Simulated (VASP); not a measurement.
# AlN (F-43m) in VASP: further runs

AlN is run at these levels: PBE, PBEsol, LDA, r2SCAN; tasks: single point.

All numbers are computed with VASP 6.6.1; they aren't measurements. Logs are shortened: lines on timing, memory, paths and dates and some standing lists are left out, and cuts for length are marked.

## (1) The cell of the first run

The structure is cubic, space group F-43m (No. 216). The conventional cell has a = 4.370 Å, b = 4.370 Å, c = 4.370 Å, α = 90.00°, β = 90.00°, γ = 90.00°. Al (site symmetry -43m) has 4 N at 1.89 Å within 2.5 Å. N (site symmetry -43m) has 4 Al at 1.89 Å within 2.5 Å.

## (2) Single point, PBE

Contents of INCAR:

```
SYSTEM = AlN
PREC = Accurate
ENCUT = 520
EDIFF = 1E-7
ISMEAR = -1
SIGMA = 0.02
LREAL = .False.
LASPH = .True.
NELM = 80
ALGO = Normal
ISIF = 2
LWAVE = .False.
LCHARG = .True.
GGA = PE
LELF = .True.
LVHAR = .True.
NBANDS = 11
```

Contents of KPOINTS:

```
regular mesh
0
Gamma
  10 10 10
  0 0 0
```

Contents of POSCAR:

```
AlN
1.0
    0.0000000000      2.1848766800      2.1848766800
    2.1848766800      0.0000000000      2.1848766800
    2.1848766800      2.1848766800      0.0000000000
Al N
1 1
Direct
    0.0000000000      0.0000000000      0.0000000000
    0.7500000000      0.7500000000      0.7500000000
```

Potentials or basis: VASP PAW PBE potentials, release 64 (Al, N).

On the command line:

```
cat potpaw_PBE.64/Al/POTCAR potpaw_PBE.64/N/POTCAR > POTCAR
mpirun -np 1 vasp_std > vasp.out
```

OUTCAR:

```text
SYSTEM = AlN
   PREC = Accurate
   ENCUT = 520
   EDIFF = 1E-7
   ISMEAR = -1
   LREAL = .False.
   LASPH = .True.
   NELM = 80
   ISIF = 2
   GGA = PE

 ion  position               nearest neighbor table
   1  0.000  0.000  0.000-   2 1.89   2 1.89   2 1.89   2 1.89
   2  0.750  0.750  0.750-   1 1.89   1 1.89   1 1.89   1 1.89

  LATTYP: Found a face centered cubic cell.
 ALAT       =     4.3697533600

  Lattice vectors:

 A1 = (   0.0000000000,   2.1848766800,   2.1848766800)
 A2 = (   2.1848766800,   0.0000000000,   2.1848766800)
 A3 = (   2.1848766800,   2.1848766800,   0.0000000000)

Analysis of symmetry for initial positions (statically):
=====================================================================
 Subroutine PRICEL returns:
 Original cell was already a primitive cell.

 Routine SETGRP: Setting up the symmetry group for a
 face centered cubic supercell.

 Subroutine GETGRP returns: Found 24 space group operations
 (whereof 24 operations were pure point group operations)
 out of a pool of 48 trial point group operations.

The static configuration has the point symmetry T_d .

Analysis of symmetry for dynamics (positions and initial velocities):
=====================================================================
 Subroutine PRICEL returns:
 Original cell was already a primitive cell.

 Routine SETGRP: Setting up the symmetry group for a
 face centered cubic supercell.

 Subroutine GETGRP returns: Found 24 space group operations
 (whereof 24 operations were pure point group operations)
 out of a pool of 48 trial point group operations.

The dynamic configuration has the point symmetry T_d .

 Subroutine INISYM returns: Found 24 space group operations
 (whereof 24 operations are pure point group operations),
 and found     1 'primitive' translations

----------------------------------------------------------------------------------------

                                     Primitive cell

  volume of cell :      20.8598

  direct lattice vectors                    reciprocal lattice vectors
     0.000000000  2.184876680  2.184876680    -0.228845868  0.228845868  0.228845868
     2.184876680  0.000000000  2.184876680     0.228845868 -0.228845868  0.228845868
     2.184876680  2.184876680  0.000000000     0.228845868  0.228845868 -0.228845868

  length of vectors
[... 87 lines left out ...]
   NFREE  =      0    steps in history (QN), initial steepest desc. (CG)
   ISIF   =      2    stress and relaxation
   ISYM   =      2    0-nonsym 1-usesym 2-fastsym
   POTIM  = 0.5000    time-step for ionic-motion
   TEBEG  =    0.0;   TEEND  =   0.0 temperature during run
   PSTRESS=    0.0 pullay stress
   NELECT =       8.0000    total number of electrons
   NUPDOWN=      -1.0000    fix difference up-down
   EMIN   =  10.00;   EMAX   =-10.00  energy-range for DOS
   EFERMI =   0.00;   METHOD = LEGACY
   ISMEAR =    -1;   SIGMA  =   0.02  broadening in eV -4-tet -1-fermi 0-gaus
   EFERMI_NEDOS =   21; number of points for ismear=-14 and -15
   IALGO  =     38    algorithm
   IMIX   =      4    mixing-type and parameters
     AMIX     =   0.40;   BMIX     =  1.00
     AMIX_MAG =   1.60;   BMIX_MAG =  1.00
  volume/ion in A,a.u.               =      10.43        70.38
  Fermi-wavevector in a.u.,A,eV,Ry     =   1.189418  2.247674 19.248374  1.414716
  Thomas-Fermi vector in A             =   2.325526
   LORBIT       =      0    0 simple, 1 ext, 2 COOP (PROOUT), +10 PAW based schemes
   GGA     = PE    functional components
   LHFCALC =     F    Hartree Fock is set to
   AEXX    =    0.0000 exact exchange contribution
   IVDW    =     0    specifies the selected vdW correction
   LEPSILON=     F    determine dielectric tensor
   LRPA    =     F    only Hartree local field effects (RPA)
 non-spin polarized calculation
  energy-cutoff  :      520.00
  volume of cell :       20.86
 maximum number of plane-waves:       588
   NGX = 11   NGY = 11   NGZ = 11

 number of electron       8.0000000 magnetization

 Free energy of the ion-electron system (eV)
  ---------------------------------------------------
  ext. energy  EPLUGINS =         0.00000000
  ---------------------------------------------------
  free energy    TOTEN  =       -14.84117547 eV

  energy without entropy =      -14.84117547  energy(sigma->0) =      -14.84117547

 E-fermi :   6.3701     XC(G=0): -10.9283

 val. band max:        5.9583222472   @ k =   0.0000   0.0000   0.0000
 cond. band min:       9.2757679433   @ k =   0.5000   0.5000   0.0000
 fundamental gap:      3.3174456961
 Fermi energy:         6.3700626650

 k-point     1 :       0.0000    0.0000    0.0000
  band No.  band energies     occupation
      1      -9.0152      2.00000
      2       5.9583      2.00000
      3       5.9583      2.00000
      4       5.9583      2.00000
      5      10.1437      0.00000
      6      18.5069      0.00000
      7      18.5069      0.00000
      8      18.5069      0.00000
      9      23.6375      0.00000
     10      23.6375      0.00000
     11      25.0371      0.00000
[... 309 lines left out ...]
 k-point    24 :       0.4000    0.3000    0.0000
  band No.  band energies     occupation
      1      -7.0118      2.00000
      2       1.8126      2.00000
      3       4.2585      2.00000
      4       4.5568      2.00000
      5      10.8718      0.00000
      6      15.4861      0.00000
      7      18.1967      0.00000
      8      20.5340      0.00000
      9      21.0429      0.00000
     10      27.2580      0.00000
     11      29.5024      0.00000

 [... further k-points ...]

------------------------ aborting loop because EDIFF is reached ----------------------------------------

  FORCE on cell =-STRESS in cart. coord.  units (eV):
  Direction    XX          YY          ZZ          XY          YZ          ZX
  --------------------------------------------------------------------------------------
  -------------------------------------------------------------------------------------
  Total        0.5654203      0.5654203      0.5654203      0.0000000      0.0000000     -0.0000000
  in kB       43.4281387     43.4281387     43.4281387      0.0000000      0.0000000     -0.0000000
  external PRESSURE =      43.4281387 kB  Pullay stress =       0.0000000 kB

 VOLUME and BASIS-vectors are now :
 -----------------------------------------------------------------------------
  energy-cutoff  :      520.00
  volume of cell :       20.86
      direct lattice vectors                 reciprocal lattice vectors
     0.000000000  2.184876680  2.184876680    -0.228845868  0.228845868  0.228845868
     2.184876680  0.000000000  2.184876680     0.228845868 -0.228845868  0.228845868
     2.184876680  2.184876680  0.000000000     0.228845868  0.228845868 -0.228845868

 POSITION                                       TOTAL-FORCE (eV/Angst)
 -----------------------------------------------------------------------------------
      0.00000      0.00000      0.00000         0.000000      0.000000      0.000000
      3.27732      3.27732      3.27732        -0.000000     -0.000000     -0.000000
 -----------------------------------------------------------------------------------
    total drift:                               -0.000000     -0.000000     -0.000000

  FREE ENERGIE OF THE ION-ELECTRON SYSTEM (eV)
  ---------------------------------------------------
  free  energy   TOTEN  =       -14.8411754684 eV

  energy  without entropy=      -14.8411754684  energy(sigma->0) =      -14.84117547
```

stdout:

```text
POSCAR found type information on POSCAR AlN
 POSCAR found :  2 types and       2 ions
 scaLAPACK will be used
 LDA part: xc-table for (Slater+PW92), standard interpolation
 POSCAR, INCAR and KPOINTS ok, starting setup
 FFT: planning ... GRIDC
 FFT: planning ... GRID_SOFT
 FFT: planning ... GRID
 WAVECAR not read
 entering main loop
```

It took 12 s on 1 thread of Intel Xeon 8259CL, shared host; peak memory 0.14 GiB.

Results:

```yaml
Free_energy: -14.8412 eV
Pressure: 4.3 GPa
Band_gap_on_the_k_mesh: 3.32 eV (least direct gap 4.19 eV)
```

Caveat: the cell stands under pressure. A k mesh can miss the band edges.

## (3) Single point, PBEsol

This run uses another cell than the first one, of 10.49 Å³/atom.

Contents of INCAR:

```
PREC = Accurate
ENCUT = 520
EDIFF = 1E-6
ISMEAR = -1
SIGMA = 0.02
LREAL = False
LASPH = True
NELM = 100
ALGO = Normal
ISIF = 2
LWAVE = False
LCHARG = False
GGA = PS
NBANDS = 11
```

Contents of KPOINTS:

```
Automatic mesh
0
Gamma
  10 10 10
```

Contents of POSCAR:

```
AlN
1.0
    0.0000000000      2.1888498677      2.1888498677
    2.1888498677      0.0000000000      2.1888498677
    2.1888498677      2.1888498677      0.0000000000
Al N
1 1
Direct
    0.0000000000      0.0000000000      0.0000000000
    0.7500000000      0.7500000000      0.7500000000
```

Potentials or basis: VASP PAW PBE potentials, release 64 (Al, N).

On the command line:

```
cat potpaw_PBE.64/Al/POTCAR potpaw_PBE.64/N/POTCAR > POTCAR
mpirun -np 1 vasp_std > vasp.out
```

OUTCAR:

```text
PREC = Accurate
   ENCUT = 520
   EDIFF = 1E-6
   ISMEAR = -1
   LREAL = False
   LASPH = True
   NELM = 100
   ISIF = 2
   GGA = PS

 ion  position               nearest neighbor table
   1  0.000  0.000  0.000-   2 1.90   2 1.90   2 1.90   2 1.90
   2  0.750  0.750  0.750-   1 1.90   1 1.90   1 1.90   1 1.90

  LATTYP: Found a face centered cubic cell.
 ALAT       =     4.3776997354

  Lattice vectors:

 A1 = (   0.0000000000,   2.1888498677,   2.1888498677)
[... 520 lines left out ...]

------------------------ aborting loop because EDIFF is reached ----------------------------------------

  FORCE on cell =-STRESS in cart. coord.  units (eV):
  Direction    XX          YY          ZZ          XY          YZ          ZX
  --------------------------------------------------------------------------------------
  -------------------------------------------------------------------------------------
  Total       -0.0047503     -0.0047503     -0.0047503     -0.0000000      0.0000000     -0.0000000
  in kB       -0.3628700     -0.3628700     -0.3628700     -0.0000000      0.0000000     -0.0000000
  external PRESSURE =      -0.3628700 kB  Pullay stress =       0.0000000 kB

 VOLUME and BASIS-vectors are now :
 -----------------------------------------------------------------------------
  energy-cutoff  :      520.00
  volume of cell :       20.97
      direct lattice vectors                 reciprocal lattice vectors
     0.000000000  2.188849868  2.188849868    -0.228430468  0.228430468  0.228430468
     2.188849868  0.000000000  2.188849868     0.228430468 -0.228430468  0.228430468
     2.188849868  2.188849868  0.000000000     0.228430468  0.228430468 -0.228430468

 POSITION                                       TOTAL-FORCE (eV/Angst)
 -----------------------------------------------------------------------------------
      0.00000      0.00000      0.00000         0.000000      0.000000      0.000000
      3.28327      3.28327      3.28327        -0.000000     -0.000000     -0.000000
 -----------------------------------------------------------------------------------
    total drift:                               -0.000000     -0.000000     -0.000000

  FREE ENERGIE OF THE ION-ELECTRON SYSTEM (eV)
  ---------------------------------------------------
  free  energy   TOTEN  =       -15.6113716367 eV

  energy  without entropy=      -15.6113716367  energy(sigma->0) =      -15.61137164
```

OSZICAR:

```text
N       E                     dE             d eps       ncg     rms          rms(c)
DAV:   1     0.990852289557E+01    0.99085E+01   -0.38407E+03  1082   0.602E+02
DAV:   2    -0.169541515378E+02   -0.26863E+02   -0.26074E+02  1222   0.138E+02
DAV:   3    -0.178263525136E+02   -0.87220E+00   -0.87115E+00  1259   0.232E+01
DAV:   4    -0.178308387772E+02   -0.44863E-02   -0.44860E-02  1169   0.181E+00
DAV:   5    -0.178308906768E+02   -0.51900E-04   -0.51899E-04  1256   0.190E-01    0.826E+00
DAV:   6    -0.156523818992E+02    0.21785E+01   -0.10826E+01  1212   0.163E+01    0.284E+00
DAV:   7    -0.156297570088E+02    0.22625E-01   -0.14853E-01  1163   0.301E+00    0.201E+00
DAV:   8    -0.156125997520E+02    0.17157E-01   -0.27584E-02  1136   0.154E+00    0.556E-01
DAV:   9    -0.156113576433E+02    0.12421E-02   -0.35266E-03  1241   0.364E-01    0.230E-01
DAV:  10    -0.156113693681E+02   -0.11725E-04   -0.26720E-04  1145   0.109E-01    0.131E-02
DAV:  11    -0.156113717260E+02   -0.23579E-05   -0.21936E-06  1256   0.125E-02    0.147E-02
DAV:  12    -0.156113716367E+02    0.89289E-07   -0.23459E-07   652   0.400E-03
   1 F= -.15611372E+02 E0= -.15611372E+02  d E =-.593771E-13
```

stdout:

```text
POSCAR found type information on POSCAR AlN
 POSCAR found :  2 types and       2 ions
 scaLAPACK will be used
 -----------------------------------------------------------------------------
|                                                                             |
|                                                                             |
|     You enforced a specific xc type in the INCAR file but a different       |
|     I HOPE YOU KNOW WHAT YOU ARE DOING!                                     |
|                                                                             |
 -----------------------------------------------------------------------------

 LDA part: xc-table for (Slater+PW92), standard interpolation
 POSCAR, INCAR and KPOINTS ok, starting setup
 FFT: planning ... GRIDC
 FFT: planning ... GRID_SOFT
 FFT: planning ... GRID
 WAVECAR not read
 entering main loop
```

Run time: 11 s. Hardware: 1 thread of Intel Xeon 8259CL, shared host; peak memory 0.14 GiB.

What came out:

```yaml
Free_energy: -15.6114 eV
Pressure: 0.0 GPa
Band_gap_on_the_k_mesh: 3.18 eV (least direct gap 4.07 eV)
```

Caveat: the PAW data sets were made with another functional, which shifts forces and pressure a little. A k mesh can miss the band edges.

## (4) Single point, LDA

This run uses another cell than the first one, of 10.23 Å³/atom.

Contents of INCAR:

```
  ALGO = Normal
  EDIFF = 1E-6
  ENCUT = 520
  GGA = CA
  ISIF = 2
  ISMEAR = -1
  LASPH = T
  LCHARG = F
  LREAL = F
  LWAVE = F
  NBANDS = 11
  NELM = 60
  PREC = Accurate
  SIGMA = 0.02
```

Contents of KPOINTS:

```
k-points
0
Gamma
  10 10 10
```

Contents of POSCAR:

```
AlN
1.0
    0.0000000000      2.1711517171      2.1711517171
    2.1711517171      0.0000000000      2.1711517171
    2.1711517171      2.1711517171      0.0000000000
Al N
1 1
Direct
    0.0000000000      0.0000000000      0.0000000000
    0.7500000000      0.7500000000      0.7500000000
```

Potentials or basis: VASP PAW LDA potentials, release 64 (Al, N).

On the command line:

```
cat potpaw_LDA.64/Al/POTCAR potpaw_LDA.64/N/POTCAR > POTCAR
mpirun -np 1 vasp_std > vasp.out
```

Wall time 11 s (1 thread of Intel Xeon 8259CL, shared host); peak memory 0.13 GiB.

The run converged. Its results:

| Item | Value |
| --- | --- |
| Free energy | -16.3754 eV |
| Pressure | 0.6 GPa |
| Band gap on the k mesh | 3.23 eV (least direct gap 4.39 eV) |

Levels at points of the mesh, in eV from the valence-band top:
```tsv
k point	band 2	band 3	band 4	band 5	band 6	band 7
(0.00, 0.00, 0.00)	0.00	0.00	0.00	4.39	12.51	12.51
(0.50, 0.00, 0.00)	-5.98	-0.49	-0.49	7.43	9.89	11.07
(0.50, 0.50, 0.00)	-5.01	-1.81	-1.81	3.23	8.52	13.99
```

A k mesh can miss the band edges.

## (5) Single point, PBE

This run uses another cell than the first one, of 10.67 Å³/atom.

Contents of INCAR:

```
PREC = Accurate
ENCUT = 520
EDIFF = 1E-7
ISMEAR = -1
SIGMA = 0.02
LREAL = F
LASPH = T
NELM = 80
ALGO = Normal
ISIF = 2
LWAVE = F
LCHARG = F
GGA = PE
NBANDS = 11
```

Contents of KPOINTS:

```
regular mesh
0
Gamma
  10 10 10
```

Contents of POSCAR:

```
AlN
1.0
    0.0000000000      2.2015871033      2.2015871033
    2.2015871033      0.0000000000      2.2015871033
    2.2015871033      2.2015871033      0.0000000000
Al N
1 1
Direct
    0.0000000000      0.0000000000      0.0000000000
    0.7500000000      0.7500000000      0.7500000000
```

Potentials or basis: VASP PAW PBE potentials, release 64 (Al, N).

On the command line:

```
cat potpaw_PBE.64/Al/POTCAR potpaw_PBE.64/N/POTCAR > POTCAR
mpirun -np 1 vasp_std > vasp.out
```

Wall time 14 s (1 thread of Intel Xeon 8259CL, shared host); peak memory 0.14 GiB.

The run converged. Its results:

```
Free energy            : -14.8474 eV
Pressure               : -0.3 GPa
Band gap on the k mesh : 3.31 eV (least direct gap 3.98 eV)
```

Levels at points of the mesh, in eV from the valence-band top:
| k point | band 1 | band 2 | band 3 | band 4 | band 5 | band 6 | band 7 | band 8 |
| --- | --- | --- | --- | --- | --- | --- | --- | --- |
| (0.00, 0.00, 0.00) | -14.84 | 0.00 | 0.00 | 0.00 | 3.98 | 12.32 | 12.32 | 12.32 |
| (0.50, 0.00, 0.00) | -12.87 | -5.75 | -0.48 | -0.48 | 7.16 | 9.70 | 11.00 | 11.00 |
| (0.50, 0.50, 0.00) | -12.25 | -4.83 | -1.75 | -1.75 | 3.31 | 8.47 | 13.64 | 15.44 |

A k mesh can miss the band edges.

## (6) Single point, r2SCAN

Contents of POSCAR:

```
AlN
1.0
    0.0000000000      2.1848766800      2.1848766800
    2.1848766800      0.0000000000      2.1848766800
    2.1848766800      2.1848766800      0.0000000000
Al N
1 1
Direct
    0.0000000000      0.0000000000      0.0000000000
    0.7500000000      0.7500000000      0.7500000000
```

Contents of INCAR.step1:

```
ALGO = Normal
EDIFF = 1E-4
ENCUT = 520
GGA = PE
ISMEAR = -1
LASPH = T
LCHARG = F
LREAL = F
LWAVE = T
NBANDS = 11
NELM = 100
PREC = Accurate
SIGMA = 0.02
```

Contents of INCAR.step2:

```
ALGO = Normal
EDIFF = 1E-7
ENCUT = 520
ISIF = 2
ISMEAR = -1
ISTART = 1
LASPH = T
LCHARG = T
LELF = T
LMIXTAU = T
LREAL = F
LVHAR = T
LWAVE = F
METAGGA = R2SCAN
NBANDS = 11
NELM = 100
PREC = Accurate
SIGMA = 0.02
```

Contents of KPOINTS:

```
k-points
0
Gamma
  10 10 10
```

Potentials or basis: VASP PAW PBE potentials, release 64 (Al, N).

On the command line:

```
cat potpaw_PBE.64/Al/POTCAR potpaw_PBE.64/N/POTCAR > POTCAR
cp INCAR.step1 INCAR
mpirun -np 1 vasp_std > vasp.out
cp INCAR.step2 INCAR
mpirun -np 1 vasp_std > vasp.out
```

Run time: 66 s. Hardware: 1 thread of Intel Xeon 8259CL, shared host; peak memory 0.14 GiB.

The run converged. Its results:

- Free energy: -19.1797 eV
- Pressure: -0.4 GPa
- Band gap on the k mesh: 3.93 eV (least direct gap 4.88 eV)

Levels at points of the mesh, in eV from the valence-band top:
```csv
k point,band 1,band 2,band 3,band 4,band 5,band 6,band 7,band 8
"(0.00, 0.00, 0.00)",-15.73,0.00,0.00,0.00,4.88,13.51,13.51,13.51
"(0.50, 0.00, 0.00)",-13.73,-5.89,-0.49,-0.49,8.20,10.82,11.94,11.94
"(0.50, 0.50, 0.00)",-13.10,-4.95,-1.81,-1.81,3.93,9.47,15.18,16.94
```

Caveat: the PAW data sets were made with another functional, which shifts forces and pressure a little. A k mesh can miss the band edges.

## (7) Summary

```tsv
level	potentials or basis	cell	gap on the mesh (eV)	pressure (GPa)
PBE	VASP PAW PBE potentials, release 64 (Al, N)	a = 3.090 Å, angles 60.0°, 2 atoms	3.32	4.3
PBEsol	VASP PAW PBE potentials, release 64 (Al, N)	a = 3.096 Å, angles 60.0°, 2 atoms	3.18	0.0
LDA	VASP PAW LDA potentials, release 64 (Al, N)	a = 3.070 Å, angles 60.0°, 2 atoms	3.23	0.6
PBE	VASP PAW PBE potentials, release 64 (Al, N)	a = 3.114 Å, angles 60.0°, 2 atoms	3.31	-0.3
r2SCAN	VASP PAW PBE potentials, release 64 (Al, N)	a = 3.090 Å, angles 60.0°, 2 atoms	3.93	-0.4
```

Alike in all rows: task single point; no spin polarisation; k mesh 10 × 10 × 10; cutoff (eV) 520; smearing fermi-dirac 0.02 eV.

Caveats: the PAW data sets were made with another functional, which shifts forces and pressure a little (at least some runs); the cell stands under pressure (at least some runs).

Total energies depend on the potentials used, so only differences within one code and one set of settings carry meaning.
